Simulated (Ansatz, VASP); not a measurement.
## Hf: VASP beside Ansatz

INCAR

```
PREC = Accurate
ENCUT = 520
EDIFF = 1E-7
ISMEAR = 0
SIGMA = 0.15
LREAL = F
LASPH = T
NELM = 60
ALGO = Fast
ISIF = 2
LWAVE = F
LCHARG = T
LELF = T
LVHAR = T
NBANDS = 11
```

Contents of KPOINTS:

```
regular mesh
0
Gamma
  18 18 18
```

File POSCAR:

```
Hf
1.0
    0.0000000000      2.3976000000      2.0424000000
    2.3976000000      0.0000000000      2.0424000000
    2.3976000000      2.3976000000      0.0000000000
Hf
1
Direct
    0.0000000000      0.0000000000      0.0000000000
```

Input for Ansatz:

```yaml
crystal:
  lattice:
    - [0.0, 2.3976, 2.0424]
    - [2.3976, 0.0, 2.0424]
    - [2.3976, 2.3976, 0.0]
  atoms:
    - { symbol: Hf, position: [0.0, 0.0, 0.0] }
basis:
  ecutwfc: 420
kpoints:
  mp_grid: { grid: [18, 18, 18] }
hamiltonian:
  xc: lda
scf:
  occupations: { method: gaussian, width: 0.15 }
output:
  forces: true
  stress: true
  eigenvalues: true
```

Change from the starting cell: strain +0.080 along x and y, -0.080 along z, atoms carried along.

Alike in both runs: task single point; functional LDA; k mesh 18 × 18 × 18; occupations gaussian, width 0.15 eV; no spin polarisation.

|  | VASP | Ansatz |
| --- | --- | --- |
| version | VASP 6.6.1 | Ansatz 0.2.0 |
| potentials or method | VASP PAW LDA potentials, release 64 (Hf_pv), cutoff 520 eV | scalar-relativistic, plane waves, PAW |
| valence electrons in the cell | 10 | 26 |

```csv
,VASP,Ansatz,Ansatz less VASP
gap on the k mesh at the Fermi level (eV),none,none,-
pressure (GPa),-11.8,-11.8,+0.04
"traceless stress, the component that is largest in VASP (GPa)",3.30,3.30,-0.003
```

LDA's correlation is that of Perdew and Zunger in VASP and of Perdew and Wang (1992) in Ansatz. A gap of «none» marks a metal or a gap that the smearing closes. VASP's potentials hold 10 valence electrons a cell and Ansatz's 26, so a difference there can come from the potentials and not from the codes.

Neither program's run includes spin-orbit coupling.
